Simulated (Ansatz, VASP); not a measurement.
# HgP: VASP beside Ansatz

```
CELL_PARAMETERS angstrom
0.00000 2.97796 2.97796
2.97796 0.00000 2.97796
2.97796 2.97796 0.00000
ATOMIC_POSITIONS crystal
Hg 0.00000 0.00000 0.00000
P 0.25000 0.25000 0.25000
```

Alike in both runs: task single point; functional r2SCAN; k mesh 10 × 10 × 10; occupations gaussian, width 0.05 eV; no spin polarisation.

|  | VASP | Ansatz |
| --- | --- | --- |
| version | VASP 6.6.1 | Ansatz 0.2.0 |
| potentials or method | VASP PAW PBE potentials, release 64 (Hg, P), cutoff 520 eV | scalar-relativistic, plane waves, PAW |
| valence electrons in the cell | 17 | 25 |

VASP gave:

| Item | Value |
| --- | --- |
| gap on the k mesh at the Fermi level (eV) | none |
| pressure (GPa) | -3.5 |

Task: What did Ansatz give for the same quantities?

Result: gap on the k mesh at the Fermi level (eV): none; pressure (GPa): -3.7.

VASP's potentials were made for PBE, not for r2SCAN. A gap of «none» marks a metal or a gap that the smearing closes. The functional is the same, so the differences come from potentials, cutoffs and numerics. VASP's potentials hold 17 valence electrons a cell and Ansatz's 25, so a difference there can come from the potentials and not from the codes.

Spin-orbit coupling is off throughout.
